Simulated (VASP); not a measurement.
Here is a VASP 6.6.1 calculation.

File POSCAR:

```
Rh
1.0
    4.1849662692      0.0000000000      0.0000000000
   -2.0924831346      3.6242871031      0.0000000000
    0.0000000000      0.0000000000      2.5679830974
Rh
3
Direct
    1.0000000000      1.0000000000      0.0000000000
    0.3333333333      0.6666666667      0.5000000000
    0.6666666667      0.3333333333      0.5000000000
```

Contents of INCAR.step1:

```
SYSTEM = Rh
ALGO = Normal
EDIFF = 1E-4
ENCUT = 520
GGA = PE
ISMEAR = -1
LASPH = .True.
LCHARG = .False.
LREAL = .False.
LWAVE = .True.
NBANDS = 30
NELM = 60
PREC = Accurate
SIGMA = 0.1
```

INCAR.step2

```
SYSTEM = Rh
ALGO = Normal
EDIFF = 1E-6
ENCUT = 520
ISIF = 2
ISMEAR = -1
ISTART = 1
LASPH = .True.
LCHARG = .True.
LELF = .True.
LMIXTAU = .True.
LREAL = .False.
LVHAR = .True.
LWAVE = .False.
METAGGA = R2SCAN
NBANDS = 30
NELM = 60
PREC = Accurate
SIGMA = 0.1
```

File KPOINTS:

```
k-points
0
Gamma
  10 10 13
  0 0 0
```

Potentials or basis: VASP PAW PBE potentials, release 64 (Rh_pv).

Run with:

```console
$ cat potpaw_PBE.64/Rh_pv/POTCAR > POTCAR
$ cp INCAR.step1 INCAR
$ mpirun -np 1 vasp_std > vasp.out
$ cp INCAR.step2 INCAR
$ mpirun -np 1 vasp_std > vasp.out
```

Q: What does it give for the band gap on the k mesh?

A: Zero (an odd number of electrons rules out a gap without spin polarisation).

Q: What does it give for the pressure?

A: 28.8 GPa.

Stress tensor (GPa, compression positive):
```
30.01  0.00  0.00
 0.00 30.01  0.00
 0.00  0.00 26.53
```

Caveat: the cell stands under pressure; the PAW data sets were made with another functional, which shifts forces and pressure a little.
